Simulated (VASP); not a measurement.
A run of VASP 6.6.1 is set up as follows.

File INCAR:

```
SYSTEM = GaPtC2N2
PREC = Accurate
ENCUT = 600
EDIFF = 1E-6
ISMEAR = 0
SIGMA = 0.1
LREAL = .FALSE.
LASPH = .TRUE.
NELM = 120
ALGO = Normal
ISIF = 2
LWAVE = .FALSE.
LCHARG = .FALSE.
GGA = PE
NBANDS = 34
GGA_COMPAT = .FALSE.
```

Contents of KPOINTS:

```
regular mesh
0
G
  6 6 2
  0 0 0
```

File POSCAR:

```
GaPtC2N2
1.0
    2.9734763147     -0.0497364687     -0.1218557870
   -1.4576621993      2.5853595210     -0.2116060178
   -1.0336881474     -1.3382654715     10.5299974520
Ga Pt C N
1 1 2 2
Direct
    0.5000000000      0.5000000000      0.5000000000
    0.0000000000      0.0000000000      0.0000000000
    0.8081291955      0.8078671560      0.8092869390
    0.1918708045      0.1921328440      0.1907130610
    0.6926614085      0.6919215859      0.6958421371
    0.3073385915      0.3080784141      0.3041578629
```

Potentials or basis: VASP PAW PBE potentials, release 64 (Ga_d, Pt_sv_GW, C, N).

The run is started by

```bash
$ cat potpaw_PBE.64/Ga_d/POTCAR potpaw_PBE.64/Pt_sv_GW/POTCAR potpaw_PBE.64/C/POTCAR potpaw_PBE.64/N/POTCAR > POTCAR
$ mpirun -np 1 vasp_std > vasp.out
```

Question: Predict the pressure.

Answer: 0.1 GPa.

Question: Estimate the band gap on the k mesh.

Answer: Zero (an odd number of electrons rules out a gap without spin polarisation).

Question: Estimate the largest force.

Answer: 0.367 eV/Å.

Stress tensor (GPa, compression positive):
```
-0.68  0.04  0.01
 0.04 -0.62  0.04
 0.01  0.04  1.58
```

Caveat: the k points lie up to 0.42 Å⁻¹ apart, too coarse for converged energies and pressures of a metal; spin-orbit coupling is left out, which moves the levels of the heavy elements.
